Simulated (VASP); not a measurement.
A run of VASP 6.6.1 is set up as follows.

The input INCAR:

```
SYSTEM = La
PREC     = Accurate       ! precision mode
ENCUT    = 520            ! plane-wave cutoff, eV
EDIFF    = 1E-6           ! SCF threshold, eV
ISMEAR   = 1              ! smearing method
SIGMA    = 0.1            ! smearing width, eV
LREAL    = .FALSE.        ! projectors in reciprocal space
LASPH    = .TRUE.         ! aspherical terms in the spheres
NELM     = 80             ! most SCF steps
ALGO     = Normal         ! electronic algorithm
ISIF     = 2              ! what is computed and relaxed
LWAVE    = .FALSE.        ! write WAVECAR
LCHARG   = .FALSE.        ! write CHGCAR
GGA      = PS             ! functional
NBANDS   = 12             ! bands
```

File KPOINTS:

```
Automatic mesh
0
G
  10 10 10
  0 0 0
```

Contents of POSCAR:

```
La
1.0
   -2.1238310000      2.1238310000      2.1238310000
    2.1238310000     -2.1238310000      2.1238310000
    2.1238310000      2.1238310000     -2.1238310000
La
1
Direct
    0.0000000000      0.0000000000      0.0000000000
```

Potentials or basis: VASP PAW PBE potentials, release 64 (La).

The run is started by

```console
$ cat potpaw_PBE.64/La/POTCAR > POTCAR
$ mpirun -np 1 vasp_std > vasp.out
```

Q: What does it give for the pressure?

A: -2.5 GPa.

Caveat: the PAW data sets were made with another functional, which shifts forces and pressure a little.
